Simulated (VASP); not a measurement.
## Y: single point with PBEsol

Crystal: Y.

```
Y
1.0
     0.00000    2.58686    2.58686
     2.58686    0.00000    2.58686
     2.58686    2.58686    0.00000
Y
1
Direct
  0.00000 0.00000 0.00000
```

This cell differs from its parent crystal: volume scaled by 1.12.

```json
{"Program": "VASP 6.6.1", "Task": "single point", "Functional": "PBEsol", "Potentials or basis": "VASP PAW PBE potentials, release 64 (Y_sv)", "Cutoff": "520 eV", "k mesh": "12 × 12 × 12", "Occupations": "fermi-dirac, width 0.1 eV", "Spin": "no spin polarisation"}
```

```
Pressure : -3.9 GPa
```

Levels at points of the mesh, in eV from the Fermi level:
| k point | band 3 | band 4 | band 5 | band 6 | band 7 | band 8 |
| --- | --- | --- | --- | --- | --- | --- |
| (0.00, 0.00, 0.00) | -22.51 | -22.51 | -4.67 | 1.70 | 1.70 | 1.70 |
| (0.50, 0.00, 0.00) | -22.57 | -22.57 | -1.92 | 0.47 | 1.55 | 1.55 |
| (0.50, 0.50, 0.00) | -22.68 | -22.68 | -1.62 | -0.77 | 1.83 | 4.92 |

Wall time 16 s on 1 thread of Intel(R) Xeon(R) 6975P-C (Granite Rapids), on a shared host, peak memory 0.18 GiB.

Caveat: the PAW data sets were made with another functional, which shifts forces and pressure a little.
